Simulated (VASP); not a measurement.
Here is a VASP 6.6.1 calculation.

Contents of INCAR:

```
SYSTEM = AlN
PREC = Accurate ; ENCUT = 520
EDIFF = 1E-6 ; ISMEAR = 0
SIGMA = 0.05 ; LREAL = .FALSE.
LASPH = .TRUE. ; NELM = 80
ALGO = Normal ; ISIF = 2
LWAVE = .FALSE. ; LCHARG = .TRUE.
GGA = PS ; LELF = .TRUE.
LVHAR = .TRUE. ; NBANDS = 16
```

File KPOINTS:

```
regular mesh
0
G
  9 9 6
  0 0 0
```

File POSCAR:

```
AlN
1.0
    3.4005000000      0.0000000000      0.0000000000
   -1.7002500000      2.9449193856      0.0000000000
    0.0000000000      0.0000000000      4.0986000000
Al N
2 2
Direct
    0.3333333333      0.6666666667      0.7500000000
    0.6666666667      0.3333333333      0.2500000000
    0.3333333333      0.6666666667      0.2500000000
    0.6666666667      0.3333333333      0.7500000000
```

Potentials or basis: VASP PAW PBE potentials, release 64 (Al, N).

Run with:

```bash
$ cat potpaw_PBE.64/Al/POTCAR potpaw_PBE.64/N/POTCAR > POTCAR
$ mpirun -np 1 vasp_std > vasp.out
```

(1) What does it give for the band gap on the k mesh?

(2) Estimate the pressure.

## Answers

(1) 3.11 eV, direct.

(2) -9.9 GPa.

Caveat: the PAW data sets were made with another functional, which shifts forces and pressure a little.
